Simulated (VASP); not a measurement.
# LiNbO3 (P6/mmm) in VASP: a series of runs

The runs below take LiNbO3 through single point, with PBE.

All numbers are computed with VASP 6.6.1; they aren't measurements. Logs are shortened: lines on timing, memory, paths and dates and some standing lists are left out, and cuts for length are marked.

## 1. The cell of the first run

It takes space group P6/mmm (No. 191, hexagonal). The conventional cell has a = 3.331 Å, b = 3.331 Å, c = 5.872 Å, α = 90.00°, β = 90.00°, γ = 120.00°. Within 3.9 Å of Li (site symmetry 6/mmm) lie 2 Nb at 2.94 Å and 6 Li at 3.33 Å and 12 O at 3.38 Å. Nb (site symmetry 6/mmm) has 6 O at 1.67 Å within 2.2 Å. O (site symmetry mmm) has 2 Nb at 1.67 Å and 4 O at 1.67 Å within 2.2 Å.

## 2. Single point, PBE

INCAR

```
PREC = Accurate ; ENCUT = 520
EDIFF = 1E-7 ; ISMEAR = 0
SIGMA = 0.1 ; LREAL = F
LASPH = T ; NELM = 100
ALGO = Normal ; ISIF = 2
LWAVE = F ; LCHARG = T
GGA = PE ; LELF = T
LVHAR = T ; NBANDS = 25
```

KPOINTS

```
regular mesh
0
Gamma
  6 6 4
```

POSCAR

```
LiNbO3
1.0
    3.3312207500      0.0000000000      0.0000000000
   -1.6656103800      2.8849218000      0.0000000000
    0.0000000000      0.0000000000      5.8716889900
Li Nb O
1 1 3
Direct
    0.0000000000      0.0000000000      0.0000000000
    0.0000000000      0.0000000000      0.5000000000
    0.5000000000      0.0000000000      0.5000000000
    0.0000000000      0.5000000000      0.5000000000
    0.5000000000      0.5000000000      0.5000000000
```

Potentials or basis: VASP PAW PBE potentials, release 64 (Li_sv, Nb_sv, O).

Started as:

```sh
$ cat potpaw_PBE.64/Li_sv/POTCAR potpaw_PBE.64/Nb_sv/POTCAR potpaw_PBE.64/O/POTCAR > POTCAR
$ mpirun -np 1 vasp_std > vasp.out
```

OUTCAR:

```text
PREC = Accurate
   ENCUT = 520
   EDIFF = 1E-7
   ISMEAR = 0
   LREAL = F
   LASPH = T
   NELM = 100
   ISIF = 2
   GGA = PE

 ion  position               nearest neighbor table
   1  0.000  0.000  0.000-
   2  0.000  0.000  0.500-   3 1.67   3 1.67   5 1.67   5 1.67   4 1.67   4 1.67
   3  0.500  0.000  0.500-   2 1.67   2 1.67   4 1.67   4 1.67   5 1.67   5 1.67
   4  0.000  0.500  0.500-   5 1.67   5 1.67   3 1.67   3 1.67   2 1.67   2 1.67
   5  0.500  0.500  0.500-   4 1.67   4 1.67   2 1.67   2 1.67   3 1.67   3 1.67

  LATTYP: Found a hexagonal cell.
 ALAT       =     3.3312207500
 C/A-ratio  =     1.7626238039

  Lattice vectors:

 A1 = (   3.3312207500,   0.0000000000,   0.0000000000)
 A2 = (  -1.6656103800,   2.8849218000,   0.0000000000)
 A3 = (   0.0000000000,   0.0000000000,   5.8716889900)

Analysis of symmetry for initial positions (statically):
=====================================================================
 Subroutine PRICEL returns:
 Original cell was already a primitive cell.

 Routine SETGRP: Setting up the symmetry group for a
 hexagonal supercell.

 Subroutine GETGRP returns: Found 24 space group operations
 (whereof 24 operations were pure point group operations)
 out of a pool of 24 trial point group operations.

The static configuration has the point symmetry D_6h.

Analysis of symmetry for dynamics (positions and initial velocities):
=====================================================================
 Subroutine PRICEL returns:
 Original cell was already a primitive cell.

 Routine SETGRP: Setting up the symmetry group for a
 hexagonal supercell.

 Subroutine GETGRP returns: Found 24 space group operations
 (whereof 24 operations were pure point group operations)
 out of a pool of 24 trial point group operations.

The dynamic configuration has the point symmetry D_6h.

 Subroutine INISYM returns: Found 24 space group operations
 (whereof 24 operations are pure point group operations),
 and found     1 'primitive' translations

----------------------------------------------------------------------------------------

                                     Primitive cell
[... 88 lines left out ...]
   LNONCOLLINEAR =      F non collinear calculations
   LSORBIT =      F    spin-orbit coupling
   LASPH  =      T    aspherical Exc in radial PAW
   ENCUT  =  520.0 eV  38.22 Ry    6.18 a.u.   6.19  6.19 10.92*2*pi/ulx,y,z
   NELM   =    100;   NELMIN=  2; NELMDL= -5     # of ELM steps
   EDIFF  = 0.1E-06   stopping-criterion for ELM
   LREAL  =      F    real-space projection
   EDIFFG = 0.1E-05   stopping-criterion for IOM
   NSW    =      0    number of steps for IOM
   IBRION =     -1    ionic relax: 0-MD 1-quasi-New 2-CG
   NFREE  =      0    steps in history (QN), initial steepest desc. (CG)
   ISIF   =      2    stress and relaxation
   ISYM   =      2    0-nonsym 1-usesym 2-fastsym
   POTIM  = 0.5000    time-step for ionic-motion
   TEBEG  =    0.0;   TEEND  =   0.0 temperature during run
   PSTRESS=    0.0 pullay stress
   NELECT =      34.0000    total number of electrons
   NUPDOWN=      -1.0000    fix difference up-down
   EMIN   =  10.00;   EMAX   =-10.00  energy-range for DOS
   EFERMI =   0.00;   METHOD = LEGACY
   ISMEAR =     0;   SIGMA  =   0.10  broadening in eV -4-tet -1-fermi 0-gaus
   EFERMI_NEDOS =   21; number of points for ismear=-14 and -15
   IALGO  =     38    algorithm
   IMIX   =      4    mixing-type and parameters
     AMIX     =   0.40;   BMIX     =  1.00
     AMIX_MAG =   1.60;   BMIX_MAG =  1.00
  volume/ion in A,a.u.               =      11.29        76.16
  Fermi-wavevector in a.u.,A,eV,Ry     =   1.382720  2.612962 26.013184  1.911915
  Thomas-Fermi vector in A             =   2.507385
   LORBIT       =      0    0 simple, 1 ext, 2 COOP (PROOUT), +10 PAW based schemes
   GGA     = PE    functional components
   LHFCALC =     F    Hartree Fock is set to
   AEXX    =    0.0000 exact exchange contribution
   IVDW    =     0    specifies the selected vdW correction
   LEPSILON=     F    determine dielectric tensor
   LRPA    =     F    only Hartree local field effects (RPA)
 non-spin polarized calculation
 Gauss-broadening in eV      SIGMA  =   0.10
  energy-cutoff  :      520.00
  volume of cell :       56.43
 maximum number of plane-waves:      1534
 NGX is ok and might be reduce to    28
   NGX = 13   NGY = 13   NGZ = 21

 number of electron      33.9999991 magnetization

 Free energy of the ion-electron system (eV)
  ---------------------------------------------------
  ext. energy  EPLUGINS =         0.00000000
  ---------------------------------------------------
  free energy    TOTEN  =       -10.55767568 eV

  energy without entropy =      -10.54639440  energy(sigma->0) =      -10.55203504

 E-fermi :   6.8845     XC(G=0): -10.0474

 val. band max:        6.8209382030   @ k =   0.1667   0.0000   0.2500
 cond. band min:       6.8992835032   @ k =   0.1667   0.1667   0.2500
 fundamental gap:      0.0783453002
 Fermi energy:         6.8844900378

 k-point     1 :       0.0000    0.0000    0.0000
  band No.  band energies     occupation
      1     -49.4474      2.00000
      2     -39.9109      2.00000
      3     -27.6408      2.00000
      4     -27.6408      2.00000
      5     -24.9076      2.00000
      6     -21.2273      2.00000
[... 577 lines left out ...]
     24      13.0078      0.00000
     25      13.0078      0.00000

------------------------ aborting loop because EDIFF is reached ----------------------------------------

  FORCE on cell =-STRESS in cart. coord.  units (eV):
  Direction    XX          YY          ZZ          XY          YZ          ZX
  --------------------------------------------------------------------------------------
  -------------------------------------------------------------------------------------
  Total      105.5396061    105.5396065      1.7449563     -0.0000002      0.0000000      0.0000000
  in kB     2996.5777395   2996.5777497     49.5444064     -0.0000052      0.0000000      0.0000000
  external PRESSURE =    2014.2332985 kB  Pullay stress =       0.0000000 kB

 VOLUME and BASIS-vectors are now :
 -----------------------------------------------------------------------------
  energy-cutoff  :      520.00
  volume of cell :       56.43
      direct lattice vectors                 reciprocal lattice vectors
     3.331220750  0.000000000  0.000000000     0.300190253  0.173314924  0.000000000
    -1.665610380  2.884921800  0.000000000     0.000000000  0.346629846  0.000000000
     0.000000000  0.000000000  5.871688990     0.000000000  0.000000000  0.170308748

 POSITION                                       TOTAL-FORCE (eV/Angst)
 -----------------------------------------------------------------------------------
      0.00000      0.00000      0.00000        -0.000000      0.000000      0.000000
      0.00000      0.00000      2.93584        -0.000000      0.000000      0.000000
      1.66561      0.00000      2.93584        -0.000000      0.000000      0.000000
     -0.83281      1.44246      2.93584         0.000000      0.000000      0.000000
      0.83281      1.44246      2.93584        -0.000000      0.000000      0.000000
 -----------------------------------------------------------------------------------
    total drift:                                0.000000     -0.000000      0.000000

  FREE ENERGIE OF THE ION-ELECTRON SYSTEM (eV)
  ---------------------------------------------------
  free  energy   TOTEN  =       -10.5576756799 eV

  energy  without entropy=      -10.5463943961  energy(sigma->0) =      -10.55203504
```

stdout:

```text
POSCAR found type information on POSCAR LiNbO
 POSCAR found :  3 types and       5 ions
 scaLAPACK will be used
 LDA part: xc-table for (Slater+PW92), standard interpolation
 POSCAR, INCAR and KPOINTS ok, starting setup
 FFT: planning ... GRIDC
 FFT: planning ... GRID_SOFT
 FFT: planning ... GRID
 WAVECAR not read
 entering main loop
```

It took 25 s on 1 thread of Intel Xeon 6975P-C (Granite Rapids), shared host; peak memory 0.19 GiB.

What came out:

| Item | Value |
| --- | --- |
| Free energy | -10.5577 eV |
| Band gap on the k mesh | zero (band 17 reaches 7.41 eV, above the bottom of band 18 at 6.41 eV) |

Levels at points of the mesh, in eV from the Fermi level:
```
           k point  band 13  band 14  band 15  band 16  band 17  band 18  band 19  band 20  band 21  band 22
(0.00, 0.00, 0.00)    -5.05    -5.05    -3.87    -3.00    -0.46    -0.46     1.49     2.21     3.27     3.27
(0.50, 0.00, 0.00)    -6.70    -6.43    -5.08    -3.52    -0.81     0.48     1.46     3.14     4.01     5.54
(0.00, 0.00, 0.50)    -5.05    -5.05    -3.00    -3.00    -1.54    -0.47    -0.47     3.27     3.27     6.41
(0.50, 0.00, 0.50)    -6.71    -6.43    -5.08    -3.52    -0.70     1.16     1.46     2.76     3.10     4.68
```

Caveat: the k points lie up to 0.36 Å⁻¹ apart; the cutoff is under 1.25 times the usual one of these potentials, so pressure, stress and relaxed cells hold a basis-set (Pulay) error.

## 3. Single point, PBE

This run uses another cell than the first one, of 17.14 Å³/atom, 1.519 times its volume.

INCAR

```
PREC = Accurate ; ENCUT = 520
EDIFF = 1E-7 ; ISMEAR = 0
SIGMA = 0.1 ; LREAL = F
LASPH = T ; NELM = 100
ALGO = Normal ; ISIF = 2
LWAVE = F ; LCHARG = F
GGA = PE ; NBANDS = 25
```

KPOINTS

```
Automatic mesh
0
Gamma
  6 6 4
```

Changes to POSCAR since step 2:

```diff
@@ -2,5 +2,5 @@
 1.0
-    3.3312207500      0.0000000000      0.0000000000
-   -1.6656103800      2.8849218000      0.0000000000
-    0.0000000000      0.0000000000      5.8716889900
+    4.1933262653      0.0000000036      0.0000000000
+   -2.0966631358      3.6315270703      0.0000000000
+    0.0000000000      0.0000000000      5.6292932235
 Li Nb O
```

Potentials or basis: VASP PAW PBE potentials, release 64 (Li_sv, Nb_sv, O).

Started as:

```sh
$ cat potpaw_PBE.64/Li_sv/POTCAR potpaw_PBE.64/Nb_sv/POTCAR potpaw_PBE.64/O/POTCAR > POTCAR
$ mpirun -np 1 vasp_std > vasp.out
```

Run time: 26 s. Hardware: 1 thread of Intel Xeon 6975P-C (Granite Rapids), shared host; peak memory 0.2 GiB.

The run converged. Its results:

- Free energy: -30.0168 eV
- Band gap on the k mesh: zero (band 17 reaches 3.26 eV, above the bottom of band 18 at 2.59 eV)

Levels at points of the mesh, in eV from the Fermi level:
| k point | band 15 | band 16 | band 17 | band 18 | band 19 | band 20 |
| --- | --- | --- | --- | --- | --- | --- |
| (0.00, 0.00, 0.00) | -2.09 | -1.65 | 0.00 | 0.00 | 0.86 | 0.86 |
| (0.50, 0.00, 0.00) | -3.23 | -2.85 | -1.07 | 0.34 | 1.26 | 1.69 |
| (0.00, 0.00, 0.50) | -1.65 | -1.37 | -0.09 | -0.09 | 0.52 | 0.86 |
| (0.50, 0.00, 0.50) | -3.27 | -2.84 | -0.92 | 0.34 | 1.19 | 1.96 |

Caveat: the cutoff is under 1.25 times the usual one of these potentials, so pressure, stress and relaxed cells hold a basis-set (Pulay) error.
